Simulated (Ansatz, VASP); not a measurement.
# CsOs in VASP and in Ansatz

```
Cs Os
1.0
     1.53882    0.88844    6.15091
    -1.53882    0.88844    6.15091
     0.00000   -1.77688    6.15091
Cs Os
1 1
Cartesian
  0.0000 0.0000 9.2264
  0.0000 0.0000 0.0000
```

Alike in both runs: functional PBE; k mesh 15 × 15 × 15; occupations gaussian, width 0.1 eV; no spin polarisation.

Ansatz relaxed the structure, and its values are those at the end. VASP's run is a single point on that final structure, the one shown.

|  | VASP | Ansatz |
| --- | --- | --- |
| version | VASP 6.6.1 | Ansatz 0.2.0 |
| potentials or method | VASP PAW PBE potentials, release 64 (Cs_sv, Os), cutoff 520 eV | scalar-relativistic, plane waves, PAW |
| valence electrons in the cell | 17 | 25 |

|  | VASP | Ansatz | Ansatz less VASP |
| --- | --- | --- | --- |
| gap on the k mesh at the Fermi level (eV) | none | none | - |
| pressure (GPa) | 0.7 | 0.0 | -0.72 |

A gap of «none» marks a metal or a gap that the smearing closes. With one functional, cell and mesh, what is left measures potentials, basis and numerics. VASP's potentials hold 17 valence electrons a cell and Ansatz's 25, so a difference there can come from the potentials and not from the codes.

Neither program's run includes spin-orbit coupling.
